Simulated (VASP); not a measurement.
Write the native input for VASP 6.6.1 that does the following.

```
Task                   : single point
Functional             : PBE
Potentials or basis    : VASP PAW PBE potentials, release 64 (Ag)
Cutoff                 : 520 eV
k mesh                 : 20 × 20 × 20
Occupations            : gaussian, width 0.15 eV
Spin                   : no spin polarisation
Dipole correction      : no
Further INCAR settings : ALGO = Fast; EDIFF = 1e-07; NBANDS = 12
```

The structure of Ag lies in POSCAR:

```
Ag
1.0
    0.0000000000      2.0635310000      2.0431000000
    2.0431000000      0.0000000000      2.0431000000
    2.0431000000      2.0635310000      0.0000000000
Ag
1
Direct
    0.0000000000      0.0000000000      0.0000000000
```

This cell differs from its parent crystal: strain +0.0100 x Voigt [0, 1, 0, 0, 0, 0].

The input as run:

INCAR

```
SYSTEM = Ag
PREC = Accurate ; ENCUT = 520
EDIFF = 1E-7 ; ISMEAR = 0
SIGMA = 0.15 ; LREAL = .False.
LASPH = .True. ; NELM = 60
ALGO = Fast ; ISIF = 2
LWAVE = .False. ; LCHARG = .False.
GGA = PE ; NBANDS = 12
```

KPOINTS

```
Automatic mesh
0
Gamma
  20 20 20
  0 0 0
```

Potentials or basis: VASP PAW PBE potentials, release 64 (Ag).

Command:

```console
$ cat potpaw_PBE.64/Ag/POTCAR > POTCAR
$ mpirun -np 1 vasp_std > vasp.out
```

Results of the run:

```json
{
 "Pressure": "3.4 GPa"
}
```

Caveat: the cell differs from its parent crystal (strain +0.0100 x Voigt [0, 1, 0, 0, 0, 0]).

It took 52 s on 1 thread of Intel(R) Xeon(R) Platinum 8488C (Sapphire Rapids) (shared host), peak memory 0.24 GiB.
